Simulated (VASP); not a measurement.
BeTe: single point with PBEsol+D3(BJ)

BeTe:

```
Te Be
1.0
     0.00000    2.82433    2.82433
     2.82433    0.00000    2.82433
     2.82433    2.82433    0.00000
Te Be
1 1
Direct
  0.75000 0.75000 0.75000
  0.00000 0.00000 0.00000
```

| Property | Result |
| --- | --- |
| Program | VASP 6.6.1 |
| Task | single point |
| Functional | PBEsol |
| Dispersion | D3(BJ) |
| Potentials or basis | VASP PAW PBE potentials, release 64 (Te, Be) |
| Cutoff | 520 eV |
| k mesh | 8 × 8 × 8 |
| Occupations | fermi-dirac, width 0.05 eV |
| Spin | no spin polarisation |

* Pressure: -3.2 GPa
* Band gap on the k mesh: 1.88 eV, indirect (least direct gap 3.61 eV)
* Dispersion energy per atom: -0.300 eV

Levels at points of the mesh, in eV from the valence-band top:
```
           k point  band 1  band 2  band 3  band 4  band 5  band 6  band 7  band 8  band 9
(0.00, 0.00, 0.00)  -12.27    0.00    0.00    0.00    3.61    3.61    3.61    3.67    8.18
(0.50, 0.00, 0.00)  -10.95   -5.52   -1.12   -1.12    3.01    4.56    4.56    7.67   10.79
(0.50, 0.50, 0.00)  -10.46   -5.08   -2.63   -2.63    1.88    2.62    9.65    9.65   11.46
```

It took 17 s on 1 thread of Intel(R) Xeon(R) Platinum 8259CL CPU @ 2.50GHz (Skylake/Cascade Lake), on a shared host, peak memory 0.18 GiB.

Caveat: the PAW data sets were made with another functional, which shifts forces and pressure a little; spin-orbit coupling is left out, which moves the levels of the heavy elements. A k mesh can miss the band edges.
